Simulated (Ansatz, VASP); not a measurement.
# Al2InN3: VASP beside Ansatz

```
Al In N
1.0
     4.91700   -2.82772    0.00000
     4.91700    2.82772    0.00000
     0.00000    0.00000    5.14442
Al In N
4 2 6
Direct
  0.00841 0.33491 0.99057
  0.66509 0.99159 0.99057
  0.99159 0.66509 0.49057
  0.33491 0.00841 0.49057
  0.32197 0.67803 0.98295
  0.67803 0.32197 0.48295
  0.03705 0.33358 0.35791
  0.66642 0.96295 0.35791
  0.96295 0.66642 0.85791
  0.33358 0.03705 0.85791
  0.29816 0.70184 0.40810
  0.70184 0.29816 0.90810
```

Change from the starting cell: strain along c alone, the other axes held, atoms relaxed: -2.0 %.

Alike in both runs: functional PBE; k mesh 6 × 6 × 6; occupations gaussian, width 0.02 eV; no spin polarisation.

Ansatz relaxed the structure, and its values are those at the end. VASP's run is a single point on that final structure, the one shown.

|  | VASP | Ansatz |
| --- | --- | --- |
| version | VASP 6.6.1 | Ansatz 0.2.0 |
| potentials or method | VASP PAW PBE potentials, release 64 (Al, In_d, N), cutoff 520 eV | scalar-relativistic, plane waves, PAW |
| valence electrons in the cell | 68 | 68 |

VASP gave:

- gap on the k mesh at the Fermi level (eV): 2.20
- least direct gap on the mesh (eV): 2.20
- pressure (GPa): 3.3
- rms of the force components (eV/Å): 0.013

Q: Estimate Ansatz's values.

A: gap on the k mesh at the Fermi level (eV): 2.20; least direct gap on the mesh (eV): 2.20; pressure (GPa): 3.4; rms of the force components (eV/Å): 0.000.

Ansatz's warnings: stress scf threshold loose.
